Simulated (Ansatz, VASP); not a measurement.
## One calculation of Tl, two programs

INCAR

```
SYSTEM = Tl
PREC = Accurate ; ENCUT = 520
EDIFF = 1E-7 ; ISMEAR = 0
SIGMA = 0.15 ; LREAL = .FALSE.
LASPH = .TRUE. ; NELM = 60
ALGO = Fast ; ISIF = 2
LWAVE = .FALSE. ; LCHARG = .TRUE.
GGA = PE ; LELF = .TRUE.
LVHAR = .TRUE. ; NBANDS = 20
```

The input KPOINTS:

```
Automatic mesh
0
G
  18 18 10
  0 0 0
```

File POSCAR:

```
Tl
1.0
    3.6287982743      0.0000000000      0.0000000000
   -1.8143991372      3.1426314908      0.0000000000
    0.0000000000      0.0000000000      5.3868750000
Tl
2
Direct
    0.3333333333      0.6666666667      0.2500000000
    0.6666666667      0.3333333333      0.7500000000
```

Input for Ansatz:

```yaml
crystal:
  lattice:
    - [3.6287982743, 0.0, 0.0]
    - [-1.8143991372, 3.1426314908, 0.0]
    - [0.0, 0.0, 5.386875]
  atoms:
    - { symbol: Tl, position: [0.3333333333, 0.6666666667, 0.25] }
    - { symbol: Tl, position: [0.6666666667, 0.3333333333, 0.75] }
basis:
  ecutwfc: 420
kpoints:
  mp_grid: { grid: [18, 18, 10] }
hamiltonian:
  xc: pbe
scf:
  occupations: { method: gaussian, width: 0.15 }
output:
  forces: true
  stress: true
  eigenvalues: true
```

Change from the starting cell: strain +0.050 along x and y, -0.025 along z, atoms carried along.

Alike in both runs: task single point; functional PBE; k mesh 18 × 18 × 10; occupations gaussian, width 0.15 eV; no spin polarisation.

|  | VASP | Ansatz |
| --- | --- | --- |
| version | VASP 6.6.1 | Ansatz 0.2.0 |
| potentials or method | VASP PAW PBE potentials, release 64 (Tl_d), cutoff 520 eV | scalar-relativistic, plane waves, PAW |
| valence electrons in the cell | 26 | 26 |

Ansatz gave:

- gap on the k mesh at the Fermi level (eV): none
- pressure (GPa): 0.9
- traceless stress, the component that is largest in VASP (GPa): 1.00

What did VASP give for the same quantities?

gap on the k mesh at the Fermi level (eV): none; pressure (GPa): 0.8; traceless stress, the component that is largest in VASP (GPa): 1.00.

A gap of «none» marks a metal or a gap that the smearing closes. With one functional, cell and mesh, what is left measures potentials, basis and numerics.

Spin-orbit coupling is off throughout.
